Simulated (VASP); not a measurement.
Set up this calculation in VASP 6.6.1, as the native input.

```
Task                   : single point
Functional             : PBE
Potentials or basis    : VASP PAW PBE potentials, release 64 (Be, Li_sv)
Cutoff                 : 520 eV
k mesh                 : 3 × 3 × 2
Occupations            : fermi-dirac, width 0.15 eV
Spin                   : no spin polarisation
Dipole correction      : no
Further INCAR settings : LREAL = Auto; ALGO = Normal; EDIFF = 1e-06; NBANDS = 32
```

The structure of LiBe16 (a cell with a defect) lies in POSCAR:

```
LiBe16
1.0
   -2.2900000000     -3.9663960000      0.0000000000
    3.4350000000     -1.9831980000      0.0000000000
    0.0000000000      0.0000000000      7.1768600000
Be Li
16 1
Direct
    0.7183166811      0.3246128674     -0.0424976940
    0.4834679526      0.3831562188      0.2377502139
    0.7715282270      0.5126636506      0.4982262438
    0.5246977409      0.3171347385      0.7078722450
    0.5021078495     -0.1265423653      0.0427624337
    0.2542472415      0.9156699223      0.2915063133
    0.5021834232     -0.0450072666      0.5201299733
    0.2461013351      0.8755377168      0.7625758340
    0.3201674411      0.4971713072     -0.0749352781
   -0.0322227959      0.3295225029      0.2882319009
    0.2313611616      0.4855944862      0.4852539969
    0.0262202255      0.4152385201      0.7507879490
    0.0718783842      0.0976714701     -0.0147836240
    0.7112910467      0.8451692859      0.2917153184
   -0.0260993431      0.0246673957      0.5348439290
    0.7380114862      0.7998970316      0.7803133961
   -0.0204626467      0.6796915689      0.0759803034
```

These files were run (other wordings do the same):

INCAR

```
ALGO = Normal
EDIFF = 1E-6
ENCUT = 520
GGA = PE
ISIF = 2
ISMEAR = -1
LASPH = T
LCHARG = F
LREAL = Auto
LWAVE = F
NBANDS = 32
NELM = 60
PREC = Accurate
SIGMA = 0.15
```

KPOINTS

```
k-points
0
Gamma
  3 3 2
```

Potentials or basis: VASP PAW PBE potentials, release 64 (Be, Li_sv).

Command:

```console
$ cat potpaw_PBE.64/Be/POTCAR potpaw_PBE.64/Li_sv/POTCAR > POTCAR
$ mpirun -np 1 vasp_std > vasp.out
```

It gave:

- Largest force: 2.042 eV/Å

Caveat: the k points lie up to 0.53 Å⁻¹ apart.

It took 41 s on 1 thread of Intel(R) Xeon(R) Platinum 8488C (Sapphire Rapids), on a shared host, peak memory 0.23 GiB.
